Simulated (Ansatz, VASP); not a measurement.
**Two plane-wave programs on K2HfSe3**

```
K Hf Se
1.0
     4.77422    0.00000    0.00000
     0.00000    4.77422    0.00000
     0.00000    0.00000    9.09822
K Hf Se
2 1 3
Direct
  0.50000 0.50000 0.50000
  0.00000 0.00000 0.00000
  0.50000 0.50000 0.00000
  0.00000 0.00000 0.75456
  0.00000 0.00000 0.24544
  0.00000 0.00000 0.50000
```

Alike in both runs: task single point; functional PBE; k mesh 4 × 4 × 2; occupations gaussian, width 0.1 eV; no spin polarisation.

```csv
,VASP,Ansatz
version,VASP 6.6.1,Ansatz 0.2.0
potentials or method,"VASP PAW PBE potentials, release 64 (K_sv, Hf_pv, Se), cutoff 520 eV","scalar-relativistic, plane waves, PAW"
valence electrons in the cell,46,92
```

```csv
,VASP,Ansatz,Ansatz less VASP
gap on the k mesh at the Fermi level (eV),none,none,-
pressure (GPa),7.9,7.7,-0.21
"traceless stress, the component that is largest in VASP (GPa)",19.41,19.04,-0.371
rms of the force components (eV/Å),0.931,0.891,-0.0399
```

Atom by atom the forces differ by 0.040 eV/Å (rms over components). A gap of «none» marks a metal or a gap that the smearing closes. VASP's potentials hold 46 valence electrons a cell and Ansatz's 92, so a difference there can come from the potentials and not from the codes.

Spin-orbit coupling is off throughout.
